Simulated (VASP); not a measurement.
# ZnPbF (Pmmn) in VASP: notebook, part 2 of 2

VASP 6.6.1. Earlier steps stand in the parts before.

### 4 Single point, PBE

This run uses another cell than the first one, of 20.91 Å³/atom.

INCAR

```
SYSTEM = ZnPbF
PREC = Accurate ; ENCUT = 520
EDIFF = 1E-6 ; ISMEAR = 0
SIGMA = 0.1 ; LREAL = .False.
LASPH = .True. ; NELM = 80
ALGO = Normal ; ISIF = 2
LWAVE = .False. ; LCHARG = .False.
GGA = PE ; NBANDS = 42
```

KPOINTS

```
regular mesh
0
Gamma
  12 10 4
  0 0 0
```

POSCAR

```
ZnPbF
1.0
    3.5864331915      0.0000000000      0.0000000000
    0.0000000000      3.8087067554      0.0000000000
    0.0000000000      0.0000000000      9.1854655462
Zn Pb F
2 2 2
Direct
    0.0000000000      0.5000000000      0.1326846824
    0.5000000000      0.0000000000      0.8673153176
    0.0000000000      0.0000000000      0.3757548497
    0.5000000000      0.5000000000      0.6242451503
    0.0000000000      0.0000000000      0.9926296730
    0.5000000000      0.5000000000      0.0073703270
```

Potentials or basis: VASP PAW PBE potentials, release 64 (Zn, Pb_d, F).

Started as:

```sh
$ cat potpaw_PBE.64/Zn/POTCAR potpaw_PBE.64/Pb_d/POTCAR potpaw_PBE.64/F/POTCAR > POTCAR
$ mpirun -np 1 vasp_std > vasp.out
```

OUTCAR:

```text
SYSTEM = ZnPbF
   PREC = Accurate
   ENCUT = 520
   EDIFF = 1E-6
   ISMEAR = 0
   LREAL = .False.
   LASPH = .True.
   NELM = 80
   ISIF = 2
   GGA = PE

 ion  position               nearest neighbor table
   1  0.000  0.500  0.133-   6 2.13   6 2.13   5 2.30   5 2.30   3 2.93   3 2.93
   2  0.500  0.000  0.867-   5 2.13   5 2.13   6 2.30   6 2.30   4 2.93   4 2.93
   3  0.000  0.000  0.376-   1 2.93   1 2.93   4 3.47   4 3.47   4 3.47   4 3.47
   4  0.500  0.500  0.624-   2 2.93   2 2.93   3 3.47   3 3.47   3 3.47   3 3.47
   5  0.000  0.000  0.993-   2 2.13   2 2.13   1 2.30   1 2.30
   6  0.500  0.500  0.007-   1 2.13   1 2.13   2 2.30   2 2.30

  LATTYP: Found a simple orthorhombic cell.
 ALAT       =     3.5864331915
 B/A-ratio  =     1.0619762176
 C/A-ratio  =     2.5611701252

  Lattice vectors:

 A1 = (   3.5864331915,   0.0000000000,   0.0000000000)
 A2 = (   0.0000000000,   3.8087067554,   0.0000000000)
 A3 = (   0.0000000000,   0.0000000000,   9.1854655462)

Analysis of symmetry for initial positions (statically):
=====================================================================
 Subroutine PRICEL returns:
[... 186 lines left out ...]
 fundamental gap:      0.0163406015
 Fermi energy:         4.0527858590

 k-point     1 :       0.0000    0.0000    0.0000
  band No.  band energies     occupation
      1     -20.7423      2.00000
      2     -19.8733      2.00000
      3     -13.0142      2.00000
      4     -12.9209      2.00000
      5     -12.9153      2.00000
      6     -12.9092      2.00000
[... 1069 lines left out ...]
     41      10.8668      0.00000
     42      11.7071      0.00000

 [... further k-points ...]

------------------------ aborting loop because EDIFF is reached ----------------------------------------

  FORCE on cell =-STRESS in cart. coord.  units (eV):
  Direction    XX          YY          ZZ          XY          YZ          ZX
  --------------------------------------------------------------------------------------
  -------------------------------------------------------------------------------------
  Total        0.0653367     -0.0615925      0.0164801      0.0000000      0.0000000      0.0000000
  in kB        0.8343083     -0.7864964      0.2104402      0.0000000      0.0000000      0.0000000
  external PRESSURE =       0.0860840 kB  Pullay stress =       0.0000000 kB

 VOLUME and BASIS-vectors are now :
 -----------------------------------------------------------------------------
  energy-cutoff  :      520.00
  volume of cell :      125.47
      direct lattice vectors                 reciprocal lattice vectors
     3.586433191  0.000000000  0.000000000     0.278828559  0.000000000  0.000000000
     0.000000000  3.808706755  0.000000000     0.000000000  0.262556312  0.000000000
     0.000000000  0.000000000  9.185465546     0.000000000  0.000000000  0.108867645

 POSITION                                       TOTAL-FORCE (eV/Angst)
 -----------------------------------------------------------------------------------
      0.00000      1.90435      1.21877         0.000000      0.000000      0.044061
      1.79322      0.00000      7.96669         0.000000      0.000000     -0.044061
      0.00000      0.00000      3.45148         0.000000      0.000000      0.003032
      1.79322      1.90435      5.73398         0.000000      0.000000     -0.003032
      0.00000      0.00000      9.11777         0.000000      0.000000      0.018576
      1.79322      1.90435      0.06770         0.000000      0.000000     -0.018576
 -----------------------------------------------------------------------------------
    total drift:                                0.000000      0.000000      0.000000

  FREE ENERGIE OF THE ION-ELECTRON SYSTEM (eV)
  ---------------------------------------------------
  free  energy   TOTEN  =       -18.7189651753 eV

  energy  without entropy=      -18.7090272919  energy(sigma->0) =      -18.71399623
```

Wall time 5.6 min (1 thread of Intel Xeon 6975P-C (Granite Rapids), shared host); peak memory 0.64 GiB.

Results:

```yaml
Free_energy: -18.7190 eV
Pressure: 0.0 GPa
Largest_force: 0.044 eV/Å
Band_gap_on_the_k_mesh: zero (bands 33 and 34 overlap by 2.64 eV)
```

Forces in eV/Å, atoms in the order of the input:
```
Zn   0.000  0.000  0.044
Zn   0.000  0.000 -0.044
Pb   0.000  0.000  0.003
Pb   0.000  0.000 -0.003
F    0.000  0.000  0.019
F    0.000  0.000 -0.019
```

Levels at points of the mesh, in eV from the Fermi level:
| k point | band 30 | band 31 | band 32 | band 33 | band 34 | band 35 | band 36 | band 37 |
| --- | --- | --- | --- | --- | --- | --- | --- | --- |
| (0.00, 0.00, 0.00) | -4.49 | -3.64 | 0.04 | 1.49 | 1.77 | 2.77 | 3.62 | 4.57 |
| (0.50, 0.00, 0.00) | -5.12 | -2.73 | -2.73 | -0.05 | -0.05 | 3.77 | 3.77 | 3.93 |
| (0.00, 0.50, 0.00) | -4.99 | -3.04 | -3.04 | -0.41 | -0.41 | 3.27 | 3.27 | 5.02 |
| (0.50, 0.50, 0.00) | -4.20 | -2.63 | -2.63 | -0.63 | -0.63 | 0.73 | 0.73 | 3.14 |
| (0.00, 0.00, 0.50) | -4.49 | -2.35 | -1.68 | 1.42 | 2.72 | 3.36 | 3.50 | 3.86 |
| (0.50, 0.00, 0.50) | -5.12 | -2.86 | -2.86 | 0.23 | 0.23 | 3.26 | 3.26 | 3.77 |
| (0.00, 0.50, 0.50) | -4.99 | -3.32 | -3.32 | 0.09 | 0.09 | 2.50 | 2.50 | 5.02 |
| (0.50, 0.50, 0.50) | -4.20 | -2.67 | -2.67 | -0.51 | -0.51 | 0.54 | 0.54 | 3.04 |

Caveat: spin-orbit coupling is left out, which moves the levels of the heavy elements.

### 5 Overview

| task | cell | k mesh | cutoff (eV) | gap on the mesh (eV) | pressure (GPa) | largest force (eV/Å) |
| --- | --- | --- | --- | --- | --- | --- |
| single point | a = 3.469, b = 4.055, c = 8.899 Å, 6 atoms, atomic positions A | 6 × 4 × 2 | 520 | none | 0.1 | 0.08 |
| relaxation of cell and atoms | relaxed from a = 3.723, b = 3.808, c = 8.823 Å, 6 atoms, atomic positions B | 6 × 4 × 2 | 600 | none | -0.1 | 0.02 |
| single point | a = 3.586, b = 3.809, c = 9.185 Å, 6 atoms, atomic positions C | 12 × 10 × 4 | 520 | none | 0.0 | 0.04 |

Alike in all rows: level PBE; potentials or basis VASP PAW PBE potentials, release 64 (Zn, Pb_d, F); no spin polarisation; smearing gaussian 0.1 eV.

Caveats: some runs use coarse meshes; spin-orbit coupling is left out, which moves the levels of the heavy elements.

Total energies depend on the potentials used, so only differences within one code and one set of settings carry meaning.
